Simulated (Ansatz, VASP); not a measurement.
# One calculation of BAs, two programs

```
CELL_PARAMETERS angstrom
0.00000 2.38850 2.38850
2.38850 0.00000 2.38850
2.38850 2.38850 0.00000
ATOMIC_POSITIONS crystal
B 0.00000 0.00000 0.00000
As 0.25000 0.25000 0.25000
```

Alike in both runs: task single point; functional PBE; k mesh 6 × 6 × 6; occupations gaussian, width 0.02 eV; no spin polarisation.

```csv
,VASP,Ansatz
version,VASP 6.6.1,Ansatz 0.2.0
potentials or method,"VASP PAW PBE potentials, release 64 (B, As), cutoff 500 eV","scalar-relativistic, plane waves, PAW"
valence electrons in the cell,8,18
```

Ansatz gave:

```
gap on the k mesh at the Fermi level (eV) : 1.28
least direct gap on the mesh (eV)         : 3.28
pressure (GPa)                            : 2.8
```

Task: What did VASP give for the same quantities?

Result: gap on the k mesh at the Fermi level (eV): 1.27; least direct gap on the mesh (eV): 3.27; pressure (GPa): 3.5.

VASP's potentials hold 8 valence electrons a cell and Ansatz's 18, so a difference there can come from the potentials and not from the codes.
